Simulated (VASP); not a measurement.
Runs of VASP 6.6.1 on BaS. It takes space group Fm-3m (No. 225, cubic). The conventional cell has a = 6.424 Å, b = 6.424 Å, c = 6.424 Å, α = 90.00°, β = 90.00°, γ = 90.00°. Within 4.2 Å of Ba (site symmetry m-3m) lie 6 S at 3.21 Å. Within 4.2 Å of S (site symmetry m-3m) lie 6 Ba at 3.21 Å. 

```tsv
level	potentials or basis	spin	k mesh	gap on the mesh (eV)	pressure (GPa)
PBEsol	VASP PAW PBE potentials, release 64 (Ba_sv, S)	off	6 × 6 × 6	(a)	(b)
LDA	VASP PAW LDA potentials, release 64 (Ba_sv, S)	off	6 × 6 × 6	1.93	-2.5
LDA	VASP PAW LDA potentials, release 64 (Ba_sv, S)	off	4 × 4 × 4	1.92	-2.5
PBE	VASP PAW PBE potentials, release 64 (Ba_sv, S)	off	6 × 6 × 6	2.13	0.7
r2SCAN	VASP PAW PBE potentials, release 64 (Ba_sv, S)	off	6 × 6 × 6	2.49	0.6
PBE	VASP PAW PBE potentials, release 64 (Ba_sv, S)	non-collinear, zero start, SOC	6 × 6 × 6	-	0.6
```

Alike in all rows: task single point; cell as given; cutoff (eV) 520; smearing gaussian 0.01 eV.

Task: Fill in the values left out.

Result: (a) 2.01; (b) -1.2.

Caveats: some runs use coarse meshes; spin-orbit coupling is left out, which moves the levels of the heavy elements (some runs); the PAW data sets were made with another functional, which shifts forces and pressure a little (some runs).

A k mesh can miss the band edges, and rows without SOC leave out spin-orbit coupling on Ba.
